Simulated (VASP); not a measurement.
# Zn6O (P3m1) in VASP: notebook

Runs on Zn6O. Level: PBE. Tasks: single point, relaxation of cell and atoms.

Everything below comes from runs of VASP 6.6.1. Logs are shortened: lines on timing, memory, paths and dates and some standing lists are left out, and cuts for length are marked.

## 1. The cell of the first run

Symmetry: P3m1, No. 156, trigonal system. Conventional cell: a = 2.996 Å, b = 2.996 Å, c = 13.161 Å, α = 90.00°, β = 90.00°, γ = 120.00°. Zn (site symmetry 3m) has 1 O at 1.93 Å within 2.6 Å. Zn (site symmetry 3m) has 3 O at 1.99 Å within 2.6 Å. Within 3.5 Å of Zn (site symmetry 3m) lie 12 Zn at 2.62 to 3.00 Å. Within 3.5 Å of Zn (site symmetry 3m) lie 12 Zn at 2.64 to 3.00 Å. Zn (site symmetry 3m) has 12 Zn at 2.66 to 3.00 Å within 3.5 Å. Zn (site symmetry 3m) has 12 Zn at 2.71 to 3.00 Å and 1 O at 3.15 Å within 3.6 Å. O (site symmetry 3m) has 4 Zn at 1.93 to 1.99 Å within 2.6 Å.

## 2. Single point, PBE

File INCAR:

```
PREC     = Accurate       # precision mode
ENCUT    = 520            # plane-wave cutoff, eV
EDIFF    = 1E-6           # SCF threshold, eV
ISMEAR   = 0              # smearing method
SIGMA    = 0.2            # smearing width, eV
LREAL    = F              # projectors in reciprocal space
LASPH    = T              # aspherical terms in the spheres
NELM     = 80             # most SCF steps
ALGO     = Normal         # electronic algorithm
ISIF     = 2              # what is computed and relaxed
LWAVE    = F              # write WAVECAR
LCHARG   = F              # write CHGCAR
GGA      = PE             # functional
NBANDS   = 48             # bands
```

File KPOINTS:

```
Automatic mesh
0
Gamma
  6 6 2
```

File POSCAR:

```
Zn6O
1.0
    2.9963847340      0.0000000000      0.0000000000
   -1.4981923670      2.5949452991      0.0000000000
    0.0000000000      0.0000000000     13.1605131052
Zn O
6 1
Direct
    0.3333333333      0.6666666667      0.2320112087
    0.0000000000      0.0000000000      0.0102943493
    0.0000000000      0.0000000000      0.3818298783
    0.3333333333      0.6666666667      0.5332612943
    0.0000000000      0.0000000000      0.6867455472
    0.3333333333      0.6666666667      0.8456004267
    0.3333333333      0.6666666667      0.0852572955
```

Potentials or basis: VASP PAW PBE potentials, release 64 (Zn, O).

Launch:

```sh
$ cat potpaw_PBE.64/Zn/POTCAR potpaw_PBE.64/O/POTCAR > POTCAR
$ mpirun -np 1 vasp_std > vasp.out
```

OUTCAR:

```text
PREC = Accurate
   ENCUT = 520
   EDIFF = 1E-6
   ISMEAR = 0
   LREAL = F
   LASPH = T
   NELM = 80
   ISIF = 2
   GGA = PE

 ion  position               nearest neighbor table
   1  0.333  0.667  0.232-   7 1.93   3 2.62   3 2.62   3 2.62
   2  0.000  0.000  0.010-   7 1.99   7 1.99   7 1.99   6 2.77   6 2.77   6 2.77
   3  0.000  0.000  0.382-   1 2.62   1 2.62   1 2.62   4 2.64   4 2.64   4 2.64
   4  0.333  0.667  0.533-   3 2.64   3 2.64   3 2.64   5 2.66   5 2.66   5 2.66
   5  0.000  0.000  0.687-   4 2.66   4 2.66   4 2.66   6 2.71   6 2.71   6 2.71
   6  0.333  0.667  0.846-   5 2.71   5 2.71   5 2.71   2 2.77   2 2.77   2 2.77
   7  0.333  0.667  0.085-   1 1.93   2 1.99   2 1.99   2 1.99

  LATTYP: Found a hexagonal cell.
 ALAT       =     2.9963847340
 C/A-ratio  =     4.3921306086

  Lattice vectors:

 A1 = (   2.9963847340,   0.0000000000,   0.0000000000)
 A2 = (  -1.4981923670,   2.5949452991,   0.0000000000)
 A3 = (   0.0000000000,   0.0000000000,  13.1605131052)

Analysis of symmetry for initial positions (statically):
=====================================================================
 Subroutine PRICEL returns:
 Original cell was already a primitive cell.

 Routine SETGRP: Setting up the symmetry group for a
 hexagonal supercell.

 Subroutine GETGRP returns: Found  6 space group operations
 (whereof  6 operations were pure point group operations)
 out of a pool of 24 trial point group operations.

The static configuration has the point symmetry C_3v.

Analysis of symmetry for dynamics (positions and initial velocities):
=====================================================================
 Subroutine PRICEL returns:
 Original cell was already a primitive cell.

 Routine SETGRP: Setting up the symmetry group for a
 hexagonal supercell.

 Subroutine GETGRP returns: Found  6 space group operations
 (whereof  6 operations were pure point group operations)
 out of a pool of 24 trial point group operations.

The dynamic configuration has the point symmetry C_3v.

 Subroutine INISYM returns: Found  6 space group operations
 (whereof  6 operations are pure point group operations),
 and found     1 'primitive' translations

----------------------------------------------------------------------------------------

                                     Primitive cell

  volume of cell :     102.3290

  direct lattice vectors                    reciprocal lattice vectors
     2.996384734  0.000000000  0.000000000     0.333735514  0.192682289  0.000000000
    -1.498192367  2.594945299  0.000000000     0.000000000  0.385364578  0.000000000
     0.000000000  0.000000000 13.160513105     0.000000000  0.000000000  0.075984879

  length of vectors
     2.996384734  2.996384734 13.160513105     0.385364578  0.385364578  0.075984879

  position of ions in fractional coordinates (direct lattice)
     0.333333333  0.666666667  0.232011209
     0.000000000  0.000000000  0.010294349
     0.000000000  0.000000000  0.381829878
     0.333333333  0.666666667  0.533261294
     0.000000000  0.000000000  0.686745547
     0.333333333  0.666666667  0.845600427
     0.333333333  0.666666667  0.085257295

  ion indices of the primitive-cell ions
   primitive index   ion index
                 1           1
                 2           2
                 3           3
                 4           4
                 5           5
                 6           6
                 7           7

----------------------------------------------------------------------------------------

 KPOINTS: Automatic mesh

Automatic generation of k-mesh.
 Grid dimensions read from file:
 generate k-points for:    6    6    2

 Generating k-lattice:

  Cartesian coordinates                     Fractional coordinates (reciprocal lattice)
     0.055622586  0.032113715  0.000000000     0.166666667 -0.000000000  0.000000000
     0.000000000  0.064227430  0.000000000     0.000000000  0.166666667  0.000000000
     0.000000000  0.000000000  0.037992440     0.000000000  0.000000000  0.500000000

  Length of vectors
     0.064227430  0.064227430  0.037992440

  Shift w.r.t. Gamma in fractional coordinates (k-lattice)
     0.000000000  0.000000000  0.000000000

 Subroutine IBZKPT returns following result:
 ===========================================

 Found     14 irreducible k-points:

 Following reciprocal coordinates:
            Coordinates               Weight
  0.000000  0.000000  0.000000      1.000000
  0.166667  0.000000  0.000000      6.000000
  0.333333 -0.000000  0.000000      6.000000
  0.500000  0.000000  0.000000      3.000000
  0.166667  0.166667  0.000000      6.000000
  0.333333  0.166667  0.000000     12.000000
  0.333333  0.333333  0.000000      2.000000
  0.000000  0.000000  0.500000      1.000000
  0.166667  0.000000  0.500000      6.000000
  0.333333 -0.000000  0.500000      6.000000
  0.500000  0.000000  0.500000      3.000000
  0.166667  0.166667  0.500000      6.000000
  0.333333  0.166667  0.500000     12.000000
  0.333333  0.333333  0.500000      2.000000
   k-points           NKPTS =     14   k-points in BZ     NKDIM =     14   number of bands    NBANDS=     48
   number of dos      NEDOS =    301   number of ions     NIONS =      7
   total plane-waves  NPLWV =  56448
   dimension x,y,z NGX =    24 NGY =   24 NGZ =   98
   dimension x,y,z NGXF=    48 NGYF=   48 NGZF=  196
   ions per type =               6   1
   NGX,Y,Z   is equivalent  to a cutoff of  13.32, 13.32, 12.38 a.u.
   NGXF,Y,Z  is equivalent  to a cutoff of  26.63, 26.63, 24.76 a.u.
 SYSTEM =  unknown system
   PREC   = accura    normal or accurate (medium, high low for compatibility)
   ISTART =      0    job   : 0-new  1-cont  2-samecut
   ICHARG =      2    charge: 1-file 2-atom 10-const
   ISPIN  =      1    spin polarized calculation?
   LNONCOLLINEAR =      F non collinear calculations
   LSORBIT =      F    spin-orbit coupling
   LASPH  =      T    aspherical Exc in radial PAW
   ENCUT  =  520.0 eV  38.22 Ry    6.18 a.u.   5.57  5.57 24.47*2*pi/ulx,y,z
   NELM   =     80;   NELMIN=  2; NELMDL= -5     # of ELM steps
   EDIFF  = 0.1E-05   stopping-criterion for ELM
   LREAL  =      F    real-space projection
   EDIFFG = 0.1E-04   stopping-criterion for IOM
   NSW    =      0    number of steps for IOM
   IBRION =     -1    ionic relax: 0-MD 1-quasi-New 2-CG
   NFREE  =      0    steps in history (QN), initial steepest desc. (CG)
   ISIF   =      2    stress and relaxation
   ISYM   =      2    0-nonsym 1-usesym 2-fastsym
   POTIM  = 0.5000    time-step for ionic-motion
   TEBEG  =    0.0;   TEEND  =   0.0 temperature during run
   PSTRESS=    0.0 pullay stress
   NELECT =      78.0000    total number of electrons
   NUPDOWN=      -1.0000    fix difference up-down
   EMIN   =  10.00;   EMAX   =-10.00  energy-range for DOS
   EFERMI =   0.00;   METHOD = LEGACY
   ISMEAR =     0;   SIGMA  =   0.20  broadening in eV -4-tet -1-fermi 0-gaus
   EFERMI_NEDOS =   21; number of points for ismear=-14 and -15
   IALGO  =     38    algorithm
   IMIX   =      4    mixing-type and parameters
     AMIX     =   0.40;   BMIX     =  1.00
     AMIX_MAG =   1.60;   BMIX_MAG =  1.00
  volume/ion in A,a.u.               =      14.62        98.65
  Fermi-wavevector in a.u.,A,eV,Ry     =   1.495456  2.826001 30.427895  2.236387
  Thomas-Fermi vector in A             =   2.607598
   LORBIT       =      0    0 simple, 1 ext, 2 COOP (PROOUT), +10 PAW based schemes
   GGA     = PE    functional components
   LHFCALC =     F    Hartree Fock is set to
   AEXX    =    0.0000 exact exchange contribution
   IVDW    =     0    specifies the selected vdW correction
   LEPSILON=     F    determine dielectric tensor
   LRPA    =     F    only Hartree local field effects (RPA)
 non-spin polarized calculation
 Gauss-broadening in eV      SIGMA  =   0.20
  energy-cutoff  :      520.00
  volume of cell :      102.33
 maximum number of plane-waves:      2797
 NGX is ok and might be reduce to    24
   NGX = 11   NGY = 11   NGZ = 49

 number of electron      77.9999958 magnetization

 Free energy of the ion-electron system (eV)
  ---------------------------------------------------
  ext. energy  EPLUGINS =         0.00000000
  ---------------------------------------------------
  free energy    TOTEN  =       -13.55678011 eV

  energy without entropy =      -13.52588548  energy(sigma->0) =      -13.54133280

 E-fermi :   2.7398     XC(G=0): -11.3055

 val. band max:        2.7261672104   @ k =   0.3333   0.3333   0.5000
 cond. band min:       2.7412247615   @ k =   0.1667   0.1667   0.5000
 fundamental gap:      0.0150575511
 Fermi energy:         2.7397727159

 k-point     1 :       0.0000    0.0000    0.0000
  band No.  band energies     occupation
      1     -16.5420      2.00000
      2      -6.9969      2.00000
      3      -6.4970      2.00000
      4      -5.3856      2.00000
      5      -5.3435      2.00000
      6      -5.3029      2.00000
[... 40 lines left out ...]
     47      15.0578      0.00000
     48      15.6267      0.00000

 k-point     2 :       0.1667    0.0000    0.0000
  band No.  band energies     occupation
      1     -16.3747      2.00000
      2      -6.4089      2.00000
      3      -6.0115      2.00000
      4      -5.2595      2.00000
      5      -5.2235      2.00000
      6      -5.1140      2.00000
[... 40 lines left out ...]
     47      12.0122      0.00000
     48      12.7991      0.00000

 k-point     3 :       0.3333   -0.0000    0.0000
  band No.  band energies     occupation
      1     -16.0197      2.00000
      2      -5.4741      2.00000
      3      -5.4193      2.00000
      4      -5.2460      2.00000
      5      -5.2318      2.00000
      6      -5.1764      2.00000
[... 550 lines left out ...]
     47       7.7675      0.00000
     48       8.0518      0.00000

 k-point    14 :       0.3333    0.3333    0.5000
  band No.  band energies     occupation
      1     -15.7422      2.00000
      2      -5.2870      2.00000
      3      -5.2133      2.00000
      4      -5.1486      2.00000
      5      -5.1452      2.00000
      6      -5.1367      2.00000
[... 40 lines left out ...]
     47       6.7780      0.00000
     48       7.7705      0.00000

------------------------ aborting loop because EDIFF is reached ----------------------------------------

  FORCE on cell =-STRESS in cart. coord.  units (eV):
  Direction    XX          YY          ZZ          XY          YZ          ZX
  --------------------------------------------------------------------------------------
  -------------------------------------------------------------------------------------
  Total        0.4343577      0.4343577      0.3411182     -0.0000000     -0.0000000     -0.0000000
  in kB        6.8007927      6.8007927      5.3409298     -0.0000000     -0.0000000     -0.0000000
  external PRESSURE =       6.3141717 kB  Pullay stress =       0.0000000 kB

 VOLUME and BASIS-vectors are now :
 -----------------------------------------------------------------------------
  energy-cutoff  :      520.00
  volume of cell :      102.33
      direct lattice vectors                 reciprocal lattice vectors
     2.996384734  0.000000000  0.000000000     0.333735514  0.192682289  0.000000000
    -1.498192367  2.594945299  0.000000000     0.000000000  0.385364578  0.000000000
     0.000000000  0.000000000 13.160513105     0.000000000  0.000000000  0.075984879

 POSITION                                       TOTAL-FORCE (eV/Angst)
 -----------------------------------------------------------------------------------
     -0.00000      1.72996      3.05339         0.000000     -0.000000      0.025074
      0.00000      0.00000      0.13548         0.000000     -0.000000     -0.043759
      0.00000      0.00000      5.02508        -0.000000     -0.000000     -0.005038
     -0.00000      1.72996      7.01799        -0.000000     -0.000000      0.004646
      0.00000      0.00000      9.03792         0.000000      0.000000     -0.001606
     -0.00000      1.72996     11.12854        -0.000000      0.000000      0.009818
     -0.00000      1.72996      1.12203         0.000000     -0.000000      0.010864
 -----------------------------------------------------------------------------------
    total drift:                               -0.000000     -0.000002      0.000906

  FREE ENERGIE OF THE ION-ELECTRON SYSTEM (eV)
  ---------------------------------------------------
  free  energy   TOTEN  =       -13.5567801097 eV

  energy  without entropy=      -13.5258854850  energy(sigma->0) =      -13.54133280
```

Wall time 1.8 min (1 thread of Intel Xeon Platinum 8488C (Sapphire Rapids), shared host); peak memory 0.24 GiB.

What came out:

* Free energy: -13.5568 eV
* Pressure: 0.6 GPa
* Largest force: 0.044 eV/Å
* Band gap on the k mesh: zero (band 39 reaches 3.11 eV, above the bottom of band 40 at 2.18 eV)

Forces in eV/Å, atoms in the order of the input:
```
Zn   0.000  0.000  0.025
Zn   0.000  0.000 -0.044
Zn   0.000  0.000 -0.005
Zn   0.000  0.000  0.005
Zn   0.000  0.000 -0.002
Zn   0.000  0.000  0.010
O    0.000  0.000  0.011
```

Stress tensor (GPa, compression positive):
```
0.68 0.00 0.00
0.00 0.68 0.00
0.00 0.00 0.53
```

Levels at points of the mesh, in eV from the Fermi level:
| k point | band 35 | band 36 | band 37 | band 38 | band 39 | band 40 | band 41 | band 42 | band 43 | band 44 |
| --- | --- | --- | --- | --- | --- | --- | --- | --- | --- | --- |
| (0.00, 0.00, 0.00) | -6.04 | -3.26 | -3.13 | -1.64 | -1.64 | 1.87 | 2.35 | 6.76 | 7.78 | 11.64 |
| (0.50, 0.00, 0.00) | -3.29 | -2.73 | -2.57 | -2.48 | -1.54 | -0.56 | 0.54 | 1.43 | 2.37 | 3.56 |
| (0.00, 0.00, 0.50) | -5.31 | -4.82 | -1.72 | -1.64 | -1.64 | 0.44 | 4.33 | 4.88 | 9.46 | 11.22 |
| (0.50, 0.00, 0.50) | -3.35 | -2.82 | -2.48 | -2.34 | -1.73 | -0.37 | 0.41 | 1.32 | 2.52 | 3.58 |

Caveat: the k points lie up to 0.40 Å⁻¹ apart.

(Part 1 of 2 ends here.)
